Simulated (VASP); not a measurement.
# CaSb4 (P6/mmm) in VASP: a series of runs

The runs below take CaSb4 through relaxation of cell and atoms, with PBE.

Everything below comes from runs of VASP 6.6.1. Logs are shortened: lines on timing, memory, paths and dates and some standing lists are left out, and cuts for length are marked.

## Step 1: The cell of the first run

Symmetry: P6/mmm, No. 191, hexagonal system. Conventional cell: a = 5.111 Å, b = 5.111 Å, c = 6.158 Å, α = 90.00°, β = 90.00°, γ = 120.00°. Within 3.9 Å of Ca (site symmetry 6/mmm) lie 6 Sb at 2.95 Å. Within 3.9 Å of Sb (site symmetry -6m2) lie 3 Ca at 2.95 Å and 5 Sb at 2.95 to 3.08 Å. Within 3.9 Å of Sb (site symmetry -6m2) lie 5 Sb at 2.95 to 3.08 Å.

The cell was generated, and may not be a known phase.

## Step 2: Relaxation of cell and atoms, PBE

The input, INCAR:

```
SYSTEM = CaSb4
PREC = Accurate
ENCUT = 600
EDIFF = 1E-6
ISMEAR = 0
SIGMA = 0.1
LREAL = .FALSE.
LASPH = .TRUE.
NELM = 100
ALGO = Normal
ISIF = 3
LWAVE = .FALSE.
LCHARG = .FALSE.
GGA = PE
IBRION = 2
NSW = 90
EDIFFG = -0.04
```

The input, KPOINTS:

```
regular mesh
0
G
  6 6 4
  0 0 0
```

The input, POSCAR:

```
CaSb4
1.0
    5.1109901000      0.0000000000      0.0000000000
   -2.5554950500      4.4262472700      0.0000000000
    0.0000000000      0.0000000000      6.1578649300
Ca Sb
1 4
Direct
    0.0000000000      0.0000000000      0.5000000000
    0.3333333300      0.6666666700      0.5000000000
    0.6666666700      0.3333333300      0.5000000000
    0.3333333300      0.6666666700      0.0000000000
    0.6666666700      0.3333333300      0.0000000000
```

Potentials or basis: VASP PAW PBE potentials, release 64 (Ca_sv, Sb).

On the command line:

```sh
$ cat potpaw_PBE.64/Ca_sv/POTCAR potpaw_PBE.64/Sb/POTCAR > POTCAR
$ mpirun -np 1 vasp_std > vasp.out
```

OUTCAR:

```text
SYSTEM = CaSb4
   PREC = Accurate
   ENCUT = 600
   EDIFF = 1E-6
   ISMEAR = 0
   LREAL = .FALSE.
   LASPH = .TRUE.
   NELM = 100
   ISIF = 3
   GGA = PE
   IBRION = 2
   NSW = 90
   EDIFFG = -0.04

 ion  position               nearest neighbor table
   1  0.000  0.000  0.500-   2 2.95   3 2.95   3 2.95   2 2.95   3 2.95   2 2.95
   2  0.333  0.667  0.500-   1 2.95   3 2.95   3 2.95   1 2.95   1 2.95   3 2.95   4 3.08   4 3.08

   3  0.667  0.333  0.500-   1 2.95   2 2.95   2 2.95   1 2.95   1 2.95   2 2.95   5 3.08   5 3.08

   4  0.333  0.667  0.000-   5 2.95   5 2.95   5 2.95   2 3.08   2 3.08
   5  0.667  0.333  0.000-   4 2.95   4 2.95   4 2.95   3 3.08   3 3.08

  LATTYP: Found a hexagonal cell.
 ALAT       =     5.1109901000
 C/A-ratio  =     1.2048281858

  Lattice vectors:

 A1 = (   5.1109901000,   0.0000000000,   0.0000000000)
 A2 = (  -2.5554950500,   4.4262472700,   0.0000000000)
 A3 = (   0.0000000000,   0.0000000000,   6.1578649300)

Analysis of symmetry for initial positions (statically):
=====================================================================
 Subroutine PRICEL returns:
 Original cell was already a primitive cell.

 Routine SETGRP: Setting up the symmetry group for a
 hexagonal supercell.

 Subroutine GETGRP returns: Found 24 space group operations
 (whereof 24 operations were pure point group operations)
 out of a pool of 24 trial point group operations.

The static configuration has the point symmetry D_6h.

Analysis of symmetry for dynamics (positions and initial velocities):
=====================================================================
 Subroutine PRICEL returns:
 Original cell was already a primitive cell.

 Routine SETGRP: Setting up the symmetry group for a
 hexagonal supercell.

 Subroutine GETGRP returns: Found 24 space group operations
 (whereof 24 operations were pure point group operations)
 out of a pool of 24 trial point group operations.

The dynamic configuration has the point symmetry D_6h.

 Subroutine INISYM returns: Found 24 space group operations
 (whereof 24 operations are pure point group operations),
 and found     1 'primitive' translations

----------------------------------------------------------------------------------------

                                     Primitive cell

  volume of cell :     139.3063

  direct lattice vectors                    reciprocal lattice vectors
     5.110990100  0.000000000  0.000000000     0.195656806  0.112962510  0.000000000
    -2.555495050  4.426247270  0.000000000     0.000000000  0.225925019  0.000000000
     0.000000000  0.000000000  6.157864930     0.000000000  0.000000000  0.162393948

  length of vectors
     5.110990100  5.110990104  6.157864930     0.225925020  0.225925019  0.162393948

  position of ions in fractional coordinates (direct lattice)
     0.000000000  0.000000000  0.500000000
     0.333333330  0.666666670  0.500000000
     0.666666670  0.333333330  0.500000000
     0.333333330  0.666666670  0.000000000
     0.666666670  0.333333330  0.000000000

  ion indices of the primitive-cell ions
   primitive index   ion index
                 1           1
                 2           2
                 3           3
                 4           4
                 5           5

----------------------------------------------------------------------------------------

 KPOINTS: regular mesh

Automatic generation of k-mesh.
 Grid dimensions read from file:
 generate k-points for:    6    6    4

 Generating k-lattice:

  Cartesian coordinates                     Fractional coordinates (reciprocal lattice)
     0.032609468  0.018827085  0.000000000     0.166666667  0.000000000  0.000000000
     0.000000000  0.037654170  0.000000000     0.000000000  0.166666667  0.000000000
     0.000000000  0.000000000  0.040598487     0.000000000  0.000000000  0.250000000

  Length of vectors
     0.037654170  0.037654170  0.040598487

  Shift w.r.t. Gamma in fractional coordinates (k-lattice)
     0.000000000  0.000000000  0.000000000

 Subroutine IBZKPT returns following result:
 ===========================================

 Found     21 irreducible k-points:

 Following reciprocal coordinates:
            Coordinates               Weight
  0.000000  0.000000  0.000000      1.000000
  0.166667 -0.000000  0.000000      6.000000
  0.333333  0.000000  0.000000      6.000000
  0.500000  0.000000  0.000000      3.000000
  0.166667  0.166667  0.000000      6.000000
  0.333333  0.166667  0.000000     12.000000
[... 13 lines left out ...]
  0.333333  0.166667  0.500000     12.000000
  0.333333  0.333333  0.500000      2.000000
   k-points           NKPTS =     21   k-points in BZ     NKDIM =     21   number of bands    NBANDS=     19
   number of dos      NEDOS =    301   number of ions     NIONS =      5
   total plane-waves  NPLWV =  88200
   dimension x,y,z NGX =    42 NGY =   42 NGZ =   50
   dimension x,y,z NGXF=    84 NGYF=   84 NGZF=  100
   ions per type =               1   4
   NGX,Y,Z   is equivalent  to a cutoff of  13.66, 13.66, 13.50 a.u.
   NGXF,Y,Z  is equivalent  to a cutoff of  27.32, 27.32, 27.00 a.u.
 SYSTEM =  CaSb4
   PREC   = accura    normal or accurate (medium, high low for compatibility)
   ISTART =      0    job   : 0-new  1-cont  2-samecut
   ICHARG =      2    charge: 1-file 2-atom 10-const
   ISPIN  =      1    spin polarized calculation?
   LNONCOLLINEAR =      F non collinear calculations
   LSORBIT =      F    spin-orbit coupling
   LASPH  =      T    aspherical Exc in radial PAW
   ENCUT  =  600.0 eV  44.10 Ry    6.64 a.u.  10.21 10.21 12.30*2*pi/ulx,y,z
   NELM   =    100;   NELMIN=  2; NELMDL= -5     # of ELM steps
   EDIFF  = 0.1E-05   stopping-criterion for ELM
   LREAL  =      F    real-space projection
   EDIFFG = -.4E-01   stopping-criterion for IOM
   NSW    =     90    number of steps for IOM
   IBRION =      2    ionic relax: 0-MD 1-quasi-New 2-CG
   NFREE  =      1    steps in history (QN), initial steepest desc. (CG)
   ISIF   =      3    stress and relaxation
   ISYM   =      2    0-nonsym 1-usesym 2-fastsym
   POTIM  = 0.5000    time-step for ionic-motion
   TEBEG  =    0.0;   TEEND  =   0.0 temperature during run
   PSTRESS=    0.0 pullay stress
   NELECT =      30.0000    total number of electrons
   NUPDOWN=      -1.0000    fix difference up-down
   EMIN   =  10.00;   EMAX   =-10.00  energy-range for DOS
   EFERMI =   0.00;   METHOD = LEGACY
   ISMEAR =     0;   SIGMA  =   0.10  broadening in eV -4-tet -1-fermi 0-gaus
   EFERMI_NEDOS =   21; number of points for ismear=-14 and -15
   IALGO  =     38    algorithm
   IMIX   =      4    mixing-type and parameters
     AMIX     =   0.40;   BMIX     =  1.00
     AMIX_MAG =   1.60;   BMIX_MAG =  1.00
  volume/ion in A,a.u.               =      27.86       188.02
  Fermi-wavevector in a.u.,A,eV,Ry     =   0.981277  1.854345 13.101112  0.962905
  Thomas-Fermi vector in A             =   2.112271
   LORBIT       =      0    0 simple, 1 ext, 2 COOP (PROOUT), +10 PAW based schemes
   GGA     = PE    functional components
   LHFCALC =     F    Hartree Fock is set to
   AEXX    =    0.0000 exact exchange contribution
   IVDW    =     0    specifies the selected vdW correction
   LEPSILON=     F    determine dielectric tensor
   LRPA    =     F    only Hartree local field effects (RPA)
 conjugate gradient relaxation of ions
 non-spin polarized calculation
 Gauss-broadening in eV      SIGMA  =   0.10
  energy-cutoff  :      600.00
  volume of cell :      139.31
 maximum number of plane-waves:      4680
 NGX is ok and might be reduce to    42
   NGX = 21   NGY = 21   NGZ = 25

--------------------------------------- Ionic step        1  -------------------------------------------

 number of electron      29.9999998 magnetization

 Free energy of the ion-electron system (eV)
  ---------------------------------------------------
  ext. energy  EPLUGINS =         0.00000000
  ---------------------------------------------------
  free energy    TOTEN  =       -17.68847496 eV

  energy without entropy =      -17.67133539  energy(sigma->0) =      -17.67990517

------------------------ aborting loop because EDIFF is reached ----------------------------------------

  FORCE on cell =-STRESS in cart. coord.  units (eV):
  Direction    XX          YY          ZZ          XY          YZ          ZX
  --------------------------------------------------------------------------------------
  -------------------------------------------------------------------------------------
  Total       15.9376873     15.9376873      2.0923655      0.0000000     -0.0000000      0.0000000
  in kB      183.3010757    183.3010761     24.0645234      0.0000000     -0.0000000      0.0000000
  external PRESSURE =     130.2222251 kB  Pullay stress =       0.0000000 kB
[... 24 lines left out ...]
  energy  without entropy=      -17.6713353865  energy(sigma->0) =      -17.67990517

--------------------------------------- Ionic step        2  -------------------------------------------

 number of electron      30.0000000 magnetization

 E-fermi :   4.2281     XC(G=0):  -8.3825

 val. band max:        4.2030256195   @ k =   0.3333   0.3333   0.5000
 cond. band min:       4.3355038423   @ k =   0.1667  -0.0000   0.5000
 fundamental gap:      0.1324782228
 Fermi energy:         4.2281398820

 k-point     1 :       0.0000    0.0000    0.0000
  band No.  band energies     occupation
      1     -37.8686      2.00000
      2     -18.9633      2.00000
      3     -18.7942      2.00000
      4     -18.7942      2.00000
      5      -6.6227      2.00000
      6      -4.2266      2.00000
[... 11 lines left out ...]
     18       5.9345      0.00000
     19       5.9345      0.00000
[... 552 lines left out ...]
  energy  without entropy=      -19.0391518206  energy(sigma->0) =      -19.04359413

--------------------------------------- Ionic step        5  -------------------------------------------

 number of electron      30.0000002 magnetization

 Free energy of the ion-electron system (eV)
  ---------------------------------------------------
  ext. energy  EPLUGINS =         0.00000000
  ---------------------------------------------------
  free energy    TOTEN  =       -19.05091375 eV

  energy without entropy =      -19.04154392  energy(sigma->0) =      -19.04622884

 E-fermi :   5.3192     XC(G=0):  -8.8589

 val. band max:        5.3016588486   @ k =   0.0000   0.0000   0.5000
 cond. band min:       5.3287343665   @ k =   0.3333   0.3333   0.5000
 fundamental gap:      0.0270755179
 Fermi energy:         5.3192483045

 k-point     1 :       0.0000    0.0000    0.0000
  band No.  band energies     occupation
      1     -36.3368      2.00000
      2     -17.4593      2.00000
      3     -17.3064      2.00000
      4     -17.3064      2.00000
      5      -6.1703      2.00000
      6      -3.6216      2.00000
[... 11 lines left out ...]
     18       7.1337      0.00000
     19       7.1337      0.00000
[... 470 lines left out ...]
  FREE ENERGIE OF THE ION-ELECTRON SYSTEM (eV)
  ---------------------------------------------------
  free  energy   TOTEN  =       -19.0509137504 eV

  energy  without entropy=      -19.0415439202  energy(sigma->0) =      -19.04622884

 reached required accuracy - stopping structural energy minimisation
```

It took 3.9 min on 1 thread of Intel Xeon Platinum 8488C (Sapphire Rapids), shared host; peak memory 0.34 GiB.

What came out:

| Quantity | Value |
| --- | --- |
| Free energy | -19.0509 eV |
| Relaxed volume | 33.50 Å³/atom |
| Relaxed cell | a = 5.592 Å, b = 5.592 Å, c = 6.186 Å, α = 90.00°, β = 90.00°, γ = 120.00° |
| Space group after relaxing (to 0.1 Å) | P6/mmm (No. 191) |
| Energy gained by relaxing | 272.5 meV/atom |
| Ionic steps | 5 |
| Pressure after relaxing | 0.2 GPa |
| Band gap on the k mesh | zero (bands 15 and 16 overlap by 1.64 eV) |

Step by step:
```csv
step,energy change (eV),largest force (eV/Å),pressure (GPa),volume (Å³)
1,0.0000,0.0000,13.02,139.31
2,-1.0257,0.0000,-3.75,189.19
3,-1.3599,0.0000,-0.24,169.17
4,-1.3596,0.0000,-0.08,168.55
5,-1.3624,0.0000,0.15,167.52
```

Final structure:
```cif
data_structure
_symmetry_space_group_name_H-M 'P 1'
_symmetry_Int_Tables_number 1
_cell_length_a 5.5918
_cell_length_b 5.5918
_cell_length_c 6.1862
_cell_angle_alpha 90.000
_cell_angle_beta 90.000
_cell_angle_gamma 120.000
_cell_volume 167.52
loop_
_atom_site_label
_atom_site_type_symbol
_atom_site_fract_x
_atom_site_fract_y
_atom_site_fract_z
_atom_site_occupancy
Ca1 Ca 0.00000 0.00000 0.50000 1
Sb1 Sb 0.33333 0.66667 0.50000 1
Sb2 Sb 0.66667 0.33333 0.50000 1
Sb3 Sb 0.33333 0.66667 0.00000 1
Sb4 Sb 0.66667 0.33333 0.00000 1
```

Caveat: the volume moved by over 15 % at a fixed basis, so the end points are rough; spin-orbit coupling is left out, which moves the levels of the heavy elements.

(Continued in part 2 of 2.)

The gap in the log of VASP goes by the Fermi energy; the results here count the filled bands.